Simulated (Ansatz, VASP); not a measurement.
# One calculation of Nb, two programs

```
Nb
1.0
    -1.62311    1.62311    1.62311
     1.62311   -1.62311    1.62311
     1.62311    1.62311   -1.62311
Nb
1
Direct
  0.00000 0.00000 0.00000
```

Alike in both runs: task single point; functional LDA; k mesh 14 × 14 × 14; no spin polarisation.

|  | VASP | Ansatz |
| --- | --- | --- |
| version | VASP 6.6.1 | Ansatz 0.2.0 |
| potentials or method | VASP PAW LDA potentials, release 64 (Nb_sv), cutoff 520 eV | plane waves (420 eV) with PAW, scalar-relativistic |
| occupations | methfessel-paxton of order 1, width 0.01 eV | cold, width 0.01 eV |
| valence electrons in the cell | 13 | 13 |

```csv
,VASP,Ansatz,Ansatz less VASP
pressure (GPa),-0.1,0.0,+0.15
```

Ansatz warns that its potentials were made for another functional, while VASP's fit it. LDA's correlation is that of Perdew and Zunger in VASP and of Perdew and Wang (1992) in Ansatz.
